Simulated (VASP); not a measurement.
Wanted: the native input for a VASP 6.6.1 run.

- Task: single point
- Functional: LDA
- Potentials or basis: VASP PAW LDA potentials, release 64 (La, Ti_sv, O)
- Cutoff: 600 eV
- k mesh: 5 × 5 × 5
- Occupations: gaussian, width 0.05 eV
- Spin: no spin polarisation
- Hubbard terms: Ti d U = 5.0 eV
- Dipole correction: no
- Further INCAR settings: ALGO = Normal; EDIFF = 1e-06; NBANDS = 28

The structure of LaTiO3 lies in POSCAR:

```
LaTiO3
1.0
    3.9200046000      0.0000000000      0.0000000000
    0.0000000000      3.9200046000      0.0000000000
    0.0000000000      0.0000000000      3.9200046000
La Ti O
1 1 3
Direct
    0.0000000000      0.0000000000      0.0000000000
    0.5000000000      0.5000000000      0.5000000000
    0.0000000000      0.5000000000      0.5000000000
    0.5000000000      0.5000000000      0.0000000000
    0.5000000000      0.0000000000      0.5000000000
```

These files were run (other wordings do the same):

INCAR

```
SYSTEM = LaTiO3
PREC = Accurate
ENCUT = 600
EDIFF = 1E-6
ISMEAR = 0
SIGMA = 0.05
LREAL = .FALSE.
LASPH = .TRUE.
NELM = 200
ALGO = Normal
ISIF = 2
LWAVE = .FALSE.
LCHARG = .FALSE.
LMAXMIX = 6
LDAU = .TRUE.
LDAUTYPE = 2
LDAUL = -1 2 -1
LDAUU = 0 5 0
LDAUJ = 0 0 0
LDAUPRINT = 1
NBANDS = 28
GGA_COMPAT = .FALSE.
```

KPOINTS

```
regular mesh
0
G
  5 5 5
  0 0 0
```

Potentials or basis: VASP PAW LDA potentials, release 64 (La, Ti_sv, O).

Launch:

```bash
$ cat potpaw_LDA.64/La/POTCAR potpaw_LDA.64/Ti_sv/POTCAR potpaw_LDA.64/O/POTCAR > POTCAR
$ mpirun -np 1 vasp_std > vasp.out
```

It gave:

The pressure is -1.3 GPa and the band gap on the k mesh is zero (an odd number of electrons rules out a gap without spin polarisation).

Caveat: spin-orbit coupling is left out, which moves the levels of the heavy elements; an odd number of electrons without spin polarisation forces a metal; a magnetic or distorted state may lie lower; U without spin polarisation on a metal has little footing.

Wall time 23 s on 1 thread of Intel(R) Xeon(R) Platinum 8488C (Sapphire Rapids) (shared host), peak memory 0.17 GiB.
